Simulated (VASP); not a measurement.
Set up this calculation in VASP 6.6.1, as the native input.

| Property | Result |
| --- | --- |
| Task | single point |
| Functional | PBE |
| Potentials or basis | VASP PAW PBE potentials, release 64 (Eu, S) |
| Cutoff | 600 eV |
| k mesh | 7 × 7 × 7 |
| Occupations | fermi-dirac, width 0.1 eV |
| Spin | collinear spin, ferromagnetic start |
| Starting moments | [9.1, 0.0] μB |
| Hubbard terms | Eu f U = 3.0 eV |
| Dipole correction | no |
| Further INCAR settings | ALGO = Normal; EDIFF = 1e-06; NBANDS = 22 |

The structure of EuS lies in POSCAR:

```
EuS
1.0
    0.0000000000      2.9785000000      2.9785000000
    2.9785000000      0.0000000000      2.9785000000
    2.9785000000      2.9785000000      0.0000000000
Eu S
1 1
Direct
    0.0000000000      0.0000000000      0.0000000000
    0.5000000000      0.5000000000      0.5000000000
```

These files were run (other wordings do the same):

INCAR

```
PREC = Accurate ; ENCUT = 600
EDIFF = 1E-6 ; ISMEAR = -1
SIGMA = 0.1 ; LREAL = False
LASPH = True ; NELM = 200
ALGO = Normal ; ISIF = 2
LWAVE = False ; LCHARG = False
ISPIN = 2 ; MAGMOM = 9.1 0
LORBIT = 11 ; LMAXMIX = 6
LDAU = True ; LDAUTYPE = 2
LDAUL = 3 -1 ; LDAUU = 3 0
LDAUJ = 0 0 ; LDAUPRINT = 1
GGA = PE ; NBANDS = 22
GGA_COMPAT = False
```

KPOINTS

```
regular mesh
0
Gamma
  7 7 7
```

Potentials or basis: VASP PAW PBE potentials, release 64 (Eu, S).

The run is started by

```sh
$ cat potpaw_PBE.64/Eu/POTCAR potpaw_PBE.64/S/POTCAR > POTCAR
$ mpirun -np 1 vasp_std > vasp.out
```

It gave:

```yaml
Pressure: -0.6 GPa
Band_gap_on_the_k_mesh: zero (filled and empty bands overlap)
Net_moment: 6.99 μB per cell
Site_moments: Eu +6.67; S -0.07 μB
Valence_electrons_inside_the_program's_atomic_spheres: Eu 14.82; S 3.76
```

Caveat: spin-orbit coupling is left out, which moves the levels of the heavy elements; a cell with one magnetic atom can't hold antiferromagnetic order, which such compounds often take.

It took 3.2 min on 1 thread of Intel(R) Xeon(R) Platinum 8488C (Sapphire Rapids), on a shared host, peak memory 0.27 GiB.
